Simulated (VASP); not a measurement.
# Nd3Si2I (P-3m1) in VASP: further runs

The runs below take Nd3Si2I through relaxation of cell and atoms, single point, with PBE.

Everything below comes from runs of VASP 6.6.1. Logs are shortened: lines on timing, memory, paths and dates and some standing lists are left out, and cuts for length are marked.

### 1 The cell of the first run

Symmetry: P-3m1, No. 164, trigonal system. Conventional cell: a = 4.017 Å, b = 4.017 Å, c = 10.305 Å, α = 90.00°, β = 90.00°, γ = 120.00°. Within 3.5 Å of Nd (site symmetry 3m) lie 3 Si at 2.68 Å and 3 I at 3.16 Å. Within 3.8 Å of Nd (site symmetry -3m) lie 6 Si at 2.86 Å and 6 Nd at 3.80 Å. Si (site symmetry 3m) has 6 Nd at 2.68 to 2.86 Å within 3.5 Å. I (site symmetry -3m) has 6 Nd at 3.16 Å and 6 I at 4.02 Å and 6 Si at 4.19 Å within 4.2 Å.

The cell was generated, and may not be a known phase.

### 2 Relaxation of cell and atoms, PBE

File INCAR:

```
SYSTEM = Nd3Si2I
PREC = Accurate ; ENCUT = 500
EDIFF = 1E-7 ; ISMEAR = 0
SIGMA = 0.15 ; LREAL = .False.
LASPH = .True. ; NELM = 200
ALGO = Normal ; ISIF = 3
LWAVE = .False. ; LCHARG = .False.
GGA = PE ; IBRION = 2
NSW = 36 ; EDIFFG = -0.08
GGA_COMPAT = .False. ; NELMIN = 4
LMAXMIX = 6
```

File KPOINTS:

```
regular mesh
0
Gamma
  4 4 2
  0 0 0
```

File POSCAR:

```
Nd3Si2I
1.0
    4.0165171300      0.0000000000      0.0000000000
   -2.0082585700      3.4784058700      0.0000000000
    0.0000000000      0.0000000000     10.3052497500
Nd Si I
3 2 1
Direct
    0.3333333300      0.6666666700      0.2081069900
    0.0000000000      0.0000000000      0.5000000000
    0.6666666700      0.3333333300      0.7918930100
    0.3333333300      0.6666666700      0.6618250000
    0.6666666700      0.3333333300      0.3381750000
    0.0000000000      0.0000000000      0.0000000000
```

Potentials or basis: VASP PAW PBE potentials, release 64 (Nd_3, Si, I), 4f in core.

Command:

```bash
$ cat potpaw_PBE.64/Nd_3/POTCAR potpaw_PBE.64/Si/POTCAR potpaw_PBE.64/I/POTCAR > POTCAR
$ mpirun -np 1 vasp_std > vasp.out
```

OUTCAR:

```text
SYSTEM = Nd3Si2I
   PREC = Accurate
   ENCUT = 500
   EDIFF = 1E-7
   ISMEAR = 0
   LREAL = .False.
   LASPH = .True.
   NELM = 200
   ISIF = 3
   GGA = PE
   IBRION = 2
   NSW = 36
   EDIFFG = -0.08
   NELMIN = 4

 ion  position               nearest neighbor table
   1  0.333  0.667  0.208-   5 2.68   5 2.68   5 2.68   6 3.16   6 3.16   6 3.16   2 3.80   2 3.80
                             2 3.80
   2  0.000  0.000  0.500-   4 2.86   5 2.86   5 2.86   4 2.86   5 2.86   4 2.86   1 3.80   3 3.80
                             1 3.80   3 3.80   3 3.80   1 3.80
   3  0.667  0.333  0.792-   4 2.68   4 2.68   4 2.68   6 3.16   6 3.16   6 3.16   2 3.80   2 3.80
                             2 3.80
   4  0.333  0.667  0.662-   3 2.68   3 2.68   3 2.68   2 2.86   2 2.86   2 2.86
   5  0.667  0.333  0.338-   1 2.68   1 2.68   1 2.68   2 2.86   2 2.86   2 2.86
   6  0.000  0.000  0.000-   1 3.16   3 3.16   3 3.16   1 3.16   3 3.16   1 3.16

  LATTYP: Found a hexagonal cell.
 ALAT       =     4.0165171300
 C/A-ratio  =     2.5657178636

  Lattice vectors:

 A1 = (   4.0165171300,   0.0000000000,   0.0000000000)
 A2 = (  -2.0082585700,   3.4784058700,   0.0000000000)
 A3 = (   0.0000000000,   0.0000000000,  10.3052497500)

Analysis of symmetry for initial positions (statically):
=====================================================================
 Subroutine PRICEL returns:
 Original cell was already a primitive cell.

 Routine SETGRP: Setting up the symmetry group for a
 hexagonal supercell.

 Subroutine GETGRP returns: Found 12 space group operations
 (whereof 12 operations were pure point group operations)
 out of a pool of 24 trial point group operations.

The static configuration has the point symmetry D_3d.

Analysis of symmetry for dynamics (positions and initial velocities):
=====================================================================
 Subroutine PRICEL returns:
 Original cell was already a primitive cell.

 Routine SETGRP: Setting up the symmetry group for a
 hexagonal supercell.

 Subroutine GETGRP returns: Found 12 space group operations
 (whereof 12 operations were pure point group operations)
 out of a pool of 24 trial point group operations.

The dynamic configuration has the point symmetry D_3d.

 Subroutine INISYM returns: Found 12 space group operations
 (whereof 12 operations are pure point group operations),
 and found     1 'primitive' translations

----------------------------------------------------------------------------------------

                                     Primitive cell

  volume of cell :     143.9754

  direct lattice vectors                    reciprocal lattice vectors
     4.016517130  0.000000000  0.000000000     0.248971925  0.143744008  0.000000000
    -2.008258570  3.478405870  0.000000000     0.000000000  0.287488015  0.000000000
     0.000000000  0.000000000 10.305249750     0.000000000  0.000000000  0.097037920

  length of vectors
     4.016517130  4.016517133 10.305249750     0.287488016  0.287488015  0.097037920

  position of ions in fractional coordinates (direct lattice)
     0.333333330  0.666666670  0.208106990
     0.000000000  0.000000000  0.500000000
     0.666666670  0.333333330  0.791893010
     0.333333330  0.666666670  0.661825000
     0.666666670  0.333333330  0.338175000
     0.000000000  0.000000000  0.000000000

  ion indices of the primitive-cell ions
   primitive index   ion index
                 1           1
                 2           2
                 3           3
                 4           4
                 5           5
                 6           6

----------------------------------------------------------------------------------------

 KPOINTS: regular mesh

Automatic generation of k-mesh.
 Grid dimensions read from file:
 generate k-points for:    4    4    2

 Generating k-lattice:

  Cartesian coordinates                     Fractional coordinates (reciprocal lattice)
     0.062242981  0.035936002  0.000000000     0.250000000  0.000000000  0.000000000
     0.000000000  0.071872004  0.000000000     0.000000000  0.250000000  0.000000000
     0.000000000  0.000000000  0.048518960     0.000000000  0.000000000  0.500000000

  Length of vectors
     0.071872004  0.071872004  0.048518960

  Shift w.r.t. Gamma in fractional coordinates (k-lattice)
     0.000000000  0.000000000  0.000000000

 Subroutine IBZKPT returns following result:
 ===========================================

 Found      8 irreducible k-points:

 Following reciprocal coordinates:
            Coordinates               Weight
  0.000000  0.000000  0.000000      1.000000
  0.250000 -0.000000  0.000000      6.000000
  0.500000 -0.000000  0.000000      3.000000
  0.250000  0.250000  0.000000      6.000000
  0.000000  0.000000  0.500000      1.000000
  0.250000 -0.000000  0.500000      6.000000
  0.500000 -0.000000  0.500000      3.000000
  0.250000  0.250000  0.500000      6.000000
   k-points           NKPTS =      8   k-points in BZ     NKDIM =      8   number of bands    NBANDS=     28
   number of dos      NEDOS =    301   number of ions     NIONS =      6
   total plane-waves  NPLWV =  72000
   dimension x,y,z NGX =    30 NGY =   30 NGZ =   80
   dimension x,y,z NGXF=    60 NGYF=   60 NGZF=  160
   ions per type =               3   2   1
   NGX,Y,Z   is equivalent  to a cutoff of  12.42, 12.42, 12.91 a.u.
   NGXF,Y,Z  is equivalent  to a cutoff of  24.83, 24.83, 25.81 a.u.
 SYSTEM =  Nd3Si2I
   PREC   = accura    normal or accurate (medium, high low for compatibility)
   ISTART =      0    job   : 0-new  1-cont  2-samecut
   ICHARG =      2    charge: 1-file 2-atom 10-const
   ISPIN  =      1    spin polarized calculation?
   LNONCOLLINEAR =      F non collinear calculations
   LSORBIT =      F    spin-orbit coupling
   LASPH  =      T    aspherical Exc in radial PAW
   ENCUT  =  500.0 eV  36.75 Ry    6.06 a.u.   7.32  7.32 18.79*2*pi/ulx,y,z
   NELM   =    200;   NELMIN=  4; NELMDL= -5     # of ELM steps
   EDIFF  = 0.1E-06   stopping-criterion for ELM
   LREAL  =      F    real-space projection
   EDIFFG = -.8E-01   stopping-criterion for IOM
   NSW    =     36    number of steps for IOM
   IBRION =      2    ionic relax: 0-MD 1-quasi-New 2-CG
   NFREE  =      1    steps in history (QN), initial steepest desc. (CG)
   ISIF   =      3    stress and relaxation
   ISYM   =      2    0-nonsym 1-usesym 2-fastsym
   POTIM  = 0.5000    time-step for ionic-motion
   TEBEG  =    0.0;   TEEND  =   0.0 temperature during run
   PSTRESS=    0.0 pullay stress
   NELECT =      48.0000    total number of electrons
   NUPDOWN=      -1.0000    fix difference up-down
   EMIN   =  10.00;   EMAX   =-10.00  energy-range for DOS
   EFERMI =   0.00;   METHOD = LEGACY
   ISMEAR =     0;   SIGMA  =   0.15  broadening in eV -4-tet -1-fermi 0-gaus
   EFERMI_NEDOS =   21; number of points for ismear=-14 and -15
   IALGO  =     38    algorithm
   IMIX   =      4    mixing-type and parameters
     AMIX     =   0.40;   BMIX     =  1.00
     AMIX_MAG =   1.60;   BMIX_MAG =  1.00
  volume/ion in A,a.u.               =      24.00       161.93
  Fermi-wavevector in a.u.,A,eV,Ry     =   1.135165  2.145151 17.532471  1.288600
  Thomas-Fermi vector in A             =   2.271870
   LORBIT       =      0    0 simple, 1 ext, 2 COOP (PROOUT), +10 PAW based schemes
   GGA     = PE    functional components
   LHFCALC =     F    Hartree Fock is set to
   AEXX    =    0.0000 exact exchange contribution
   IVDW    =     0    specifies the selected vdW correction
   LEPSILON=     F    determine dielectric tensor
   LRPA    =     F    only Hartree local field effects (RPA)
 conjugate gradient relaxation of ions
 non-spin polarized calculation
 Gauss-broadening in eV      SIGMA  =   0.15
  energy-cutoff  :      500.00
  volume of cell :      143.98
 maximum number of plane-waves:      3686
 NGX is ok and might be reduce to    30
   NGX = 15   NGY = 15   NGZ = 37

--------------------------------------- Ionic step        1  -------------------------------------------

 number of electron      47.9999998 magnetization

 Free energy of the ion-electron system (eV)
  ---------------------------------------------------
  ext. energy  EPLUGINS =         0.00000000
  ---------------------------------------------------
  free energy    TOTEN  =       -29.39680322 eV

  energy without entropy =      -29.35854255  energy(sigma->0) =      -29.37767289

 E-fermi :   5.7579     XC(G=0): -10.4490

 val. band max:        5.6912571864   @ k =   0.2500  -0.0000   0.5000
 cond. band min:       5.7714741678   @ k =   0.5000  -0.0000   0.5000
 fundamental gap:      0.0802169814
 Fermi energy:         5.7579422092

 k-point     1 :       0.0000    0.0000    0.0000
  band No.  band energies     occupation
      1     -31.2911      2.00000
      2     -31.2871      2.00000
      3     -30.3612      2.00000
      4     -12.9971      2.00000
      5     -12.8532      2.00000
      6     -12.4188      2.00000
[... 274 lines left out ...]
  energy  without entropy=      -29.3585425477  energy(sigma->0) =      -29.37767289

--------------------------------------- Ionic step        2  -------------------------------------------

 number of electron      47.9999998 magnetization

 E-fermi :   3.3712     XC(G=0):  -8.7679

 val. band max:        3.3449953753   @ k =   0.5000  -0.0000   0.0000
 cond. band min:       3.3912600391   @ k =   0.5000  -0.0000   0.5000
 fundamental gap:      0.0462646638
 Fermi energy:         3.3711877778

 k-point     1 :       0.0000    0.0000    0.0000
  band No.  band energies     occupation
      1     -35.3592      2.00000
      2     -35.3589      2.00000
      3     -34.5562      2.00000
      4     -16.5204      2.00000
      5     -16.4909      2.00000
      6     -16.3508      2.00000
[... 310 lines left out ...]
  FREE ENERGIE OF THE ION-ELECTRON SYSTEM (eV)
  ---------------------------------------------------
  free  energy   TOTEN  =       -31.3129090537 eV

  energy  without entropy=      -31.2723106929  energy(sigma->0) =      -31.29260987

[... ionic steps 4 to 8 ...]

--------------------------------------- Ionic step        9  -------------------------------------------

 number of electron      48.0000003 magnetization

------------------------ aborting loop because EDIFF is reached ----------------------------------------

  FORCE on cell =-STRESS in cart. coord.  units (eV):
  Direction    XX          YY          ZZ          XY          YZ          ZX
  --------------------------------------------------------------------------------------
  -------------------------------------------------------------------------------------
  Total       -0.1690647     -0.1690647     -0.0748147      0.0000000      0.0000000     -0.0000000
  in kB       -1.4898930     -1.4898930     -0.6593094      0.0000000      0.0000000     -0.0000000
  external PRESSURE =      -1.2130318 kB  Pullay stress =       0.0000000 kB
[... 65 lines left out ...]
  energy  without entropy=      -31.3095168179  energy(sigma->0) =      -31.32642463

--------------------------------------- Ionic step       11  -------------------------------------------

 number of electron      48.0000003 magnetization

 Free energy of the ion-electron system (eV)
  ---------------------------------------------------
  ext. energy  EPLUGINS =         0.00000000
  ---------------------------------------------------
  free energy    TOTEN  =       -31.34443114 eV

  energy without entropy =      -31.31067606  energy(sigma->0) =      -31.32755360

 E-fermi :   4.2046     XC(G=0):  -9.4124

 val. band max:        4.1341715080   @ k =   0.2500  -0.0000   0.5000
 cond. band min:       4.2929381578   @ k =   0.5000  -0.0000   0.0000
 fundamental gap:      0.1587666499
 Fermi energy:         4.2046014611

 k-point     1 :       0.0000    0.0000    0.0000
  band No.  band energies     occupation
      1     -33.7216      2.00000
      2     -33.7209      2.00000
      3     -32.9605      2.00000
      4     -15.0269      2.00000
      5     -14.9859      2.00000
      6     -14.7653      2.00000
[... 270 lines left out ...]
  FREE ENERGIE OF THE ION-ELECTRON SYSTEM (eV)
  ---------------------------------------------------
  free  energy   TOTEN  =       -31.3444311424 eV

  energy  without entropy=      -31.3106760606  energy(sigma->0) =      -31.32755360

 reached required accuracy - stopping structural energy minimisation
```

Run time: 3.8 min. Hardware: 1 thread of AMD EPYC 9R45 (Zen 5), shared host; peak memory 0.25 GiB.

What came out:

| Quantity | Value |
| --- | --- |
| Free energy | -31.3444 eV |
| Relaxed volume | 30.38 Å³/atom |
| Relaxed cell | a = 4.327 Å, b = 4.327 Å, c = 11.244 Å, α = 90.00°, β = 90.00°, γ = 120.00° |
| Space group after relaxing (to 0.1 Å) | P-3m1 (No. 164) |
| Energy gained by relaxing | 324.6 meV/atom |
| Ionic steps | 11 |
| Pressure after relaxing | -0.2 GPa |
| Largest force after relaxing | 0.075 eV/Å |
| Band gap on the k mesh | zero (bands 24 and 25 overlap by 0.21 eV) |

Forces on the atoms (eV/Å):
```
Nd   0.000  0.000  0.075
Nd   0.000  0.000  0.000
Nd   0.000  0.000 -0.075
Si   0.000  0.000 -0.035
Si   0.000  0.000  0.035
I    0.000  0.000  0.000
```

Step by step:
```
step  energy change (eV)  largest force (eV/Å)  pressure (GPa)  volume (Å³)
   1              0.0000                2.0945           19.75       143.98
   2             -0.8607                1.4513           -7.14       214.84
   3             -1.9161                0.4073           -0.06       179.16
   4             -1.9169                0.3737            0.19       178.40
   5             -1.9164                0.3401            0.43       177.67
   6             -1.9307                0.2518            0.33       178.70
   7             -1.9440                0.1176            0.12       180.89
   8             -1.9440                0.1294            0.10       181.01
   9             -1.9461                0.0839           -0.12       181.81
  10             -1.9465                0.0858           -0.30       182.44
  11             -1.9476                0.0747           -0.24       182.30
```

Final structure:
```
Nd Si I
1.0
     4.32680    0.00000    0.00000
    -2.16340    3.74712    0.00000
     0.00000    0.00000   11.24378
Nd Si I
3 2 1
Direct
  0.33333 0.66667 0.20807
  0.00000 0.00000 0.50000
  0.66667 0.33333 0.79193
  0.33333 0.66667 0.65944
  0.66667 0.33333 0.34056
  0.00000 0.00000 0.00000
```

Caveat: the k points lie up to 0.42 Å⁻¹ apart in the final cell; the volume moved by over 15 % at a fixed basis, so the end points are rough; spin-orbit coupling is left out, which moves the levels of the heavy elements; the 4f electrons are frozen in the core, so they carry no moment and show no levels; the run has no spin polarisation, though such a crystal can be magnetic; the relaxation stopped at a loose force limit of 0.08 eV/Å, so its end isn't a converged minimum. Spin polarisation is off, so any magnetic state and its effect on volume and gap are missing.

### 3 Single point, PBE

This run uses another cell than the first one, of 26.70 Å³/atom.

File INCAR:

```
PREC = Accurate
ENCUT = 500
EDIFF = 1E-6
ISMEAR = 0
SIGMA = 0.1
LREAL = F
LASPH = T
NELM = 200
ALGO = Normal
ISIF = 2
LWAVE = F
LCHARG = F
GGA = PE
NBANDS = 33
GGA_COMPAT = F
LMAXMIX = 6
```

File KPOINTS:

```
regular mesh
0
Gamma
  6 6 6
```

File POSCAR:

```
Nd3Si2I
1.0
    5.4785836471      0.0000000000      0.0000000000
   -2.7392918235      4.7445926152      0.0000000000
    0.0000000000      0.0000000000      6.1632498389
Nd Si I
3 2 1
Direct
    0.3333333333      0.6666666667      0.7118648836
    0.6666666667      0.3333333333      0.2881351164
    0.0000000000      0.0000000000      0.0000000000
    0.3333333333      0.6666666667      0.2003884815
    0.6666666667      0.3333333333      0.7996115185
    0.0000000000      0.0000000000      0.5000000000
```

Potentials or basis: VASP PAW PBE potentials, release 64 (Nd_3, Si, I), 4f in core.

Command:

```bash
$ cat potpaw_PBE.64/Nd_3/POTCAR potpaw_PBE.64/Si/POTCAR potpaw_PBE.64/I/POTCAR > POTCAR
$ mpirun -np 1 vasp_std > vasp.out
```

It took 2.5 min on 1 thread of Intel Xeon Platinum 8259CL at 2.50GHz (Skylake/Cascade Lake), shared host; peak memory 0.34 GiB.

Results (log left out):

| Quantity | Value |
| --- | --- |
| Free energy | -29.5413 eV |
| Pressure | 0.1 GPa |
| Largest force | 0.013 eV/Å |
| Band gap on the k mesh | zero (bands 24 and 25 overlap by 0.27 eV) |

Forces in eV/Å, atoms in the order of the input:
```
Nd   0.000  0.000  0.006
Nd   0.000  0.000 -0.006
Nd   0.000  0.000  0.000
Si   0.000  0.000 -0.013
Si   0.000  0.000  0.013
I    0.000  0.000  0.000
```

Stress tensor (GPa, compression positive):
```
0.04 0.00 0.00
0.00 0.04 0.00
0.00 0.00 0.21
```

Levels at points of the mesh, in eV from the Fermi level:
```
           k point  band 22  band 23  band 24  band 25  band 26  band 27
(0.00, 0.00, 0.00)    -0.89    -0.89     0.11     0.11     1.00     1.16
(0.50, 0.00, 0.00)    -0.86    -0.61     0.00     0.11     0.54     0.72
(0.00, 0.00, 0.50)    -1.62    -1.62    -1.34     0.69     0.69     1.75
(0.50, 0.00, 0.50)    -0.96    -0.91    -0.78     0.34     0.56     1.61
```

Caveat: spin-orbit coupling is left out, which moves the levels of the heavy elements; the 4f electrons are frozen in the core, so they carry no moment and show no levels; the run has no spin polarisation, though such a crystal can be magnetic.

[end of part 1 of 2]

The gap in the log of VASP goes by the Fermi energy; the results here count the filled bands.